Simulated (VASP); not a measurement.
Here is a VASP 6.6.1 calculation.

INCAR

```
ALGO = Normal ; EDIFF = 1E-7
ENCUT = 520 ; GGA = PE
ISIF = 2 ; ISMEAR = 0
LASPH = True ; LCHARG = False
LREAL = False ; LWAVE = False
NBANDS = 14 ; NELM = 60
PREC = Accurate ; SIGMA = 0.05
```

Contents of KPOINTS:

```
k-points
0
Gamma
  12 12 12
```

The input POSCAR:

```
HfN
1.0
    0.0000000000      2.3428533388      2.3428533388
    2.3428533388      0.0000000000      2.3428533388
    2.3428533388      2.3428533388      0.0000000000
Hf N
1 1
Direct
    0.0000000000      0.0000000000      0.0000000000
    0.5000000000      0.5000000000      0.5000000000
```

Potentials or basis: VASP PAW PBE potentials, release 64 (Hf_pv, N).

Launch:

```sh
$ cat potpaw_PBE.64/Hf_pv/POTCAR potpaw_PBE.64/N/POTCAR > POTCAR
$ mpirun -np 1 vasp_std > vasp.out
```

Predict the band gap on the k mesh.

zero (an odd number of electrons rules out a gap without spin polarisation).

Estimate the pressure.

-21.6 GPa.

Caveat: the cell stands under tension; spin-orbit coupling is left out, which moves the levels of the heavy elements.
